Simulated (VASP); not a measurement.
AsAu (zincblende type):

```xyz
2
Lattice="0.0000 3.0224 3.0224 3.0224 0.0000 3.0224 3.0224 3.0224 0.0000" Properties=species:S:1:pos:R:3 pbc="T T T"
Au    0.0000    0.0000    0.0000
As    1.5112    1.5112    1.5112
```

| Property | Result |
| --- | --- |
| Program | VASP 6.6.1 |
| Task | relaxation of cell and atoms |
| Functional | PBE |
| Potentials or basis | VASP PAW PBE potentials, release 64 (Au, As) |
| Cutoff | 600 eV |
| k mesh | 11 × 11 × 11 |
| Occupations | fermi-dirac, width 0.08 eV |
| Spin | no spin polarisation |

At the start: pressure -5.6 GPa; volume 27.61 Å³/atom.

Task: Where does the relaxation end?

Result: Over 3 steps the energy falls by 53.2 meV/atom and the volume is 24.89 Å³/atom (-9.8 %); space group F-43m (No. 216, to 0.1 Å) before and after.

The path:
```tsv
step	energy change (eV)	largest force (eV/Å)	pressure (GPa)	volume (Å³)
1	0.0000	0.0000	-5.58	55.22
2	-0.0887	0.0000	3.12	47.88
3	-0.1064	0.0000	0.00	49.78
```

Final structure:
```cif
data_structure
_symmetry_space_group_name_H-M 'P 1'
_symmetry_Int_Tables_number 1
_cell_length_a 4.1292
_cell_length_b 4.1292
_cell_length_c 4.1292
_cell_angle_alpha 60.000
_cell_angle_beta 60.000
_cell_angle_gamma 60.000
_cell_volume 49.78
loop_
_atom_site_label
_atom_site_type_symbol
_atom_site_fract_x
_atom_site_fract_y
_atom_site_fract_z
_atom_site_occupancy
Au1 Au 0.00000 0.00000 0.00000 1
As1 As 0.25000 0.25000 0.25000 1
```
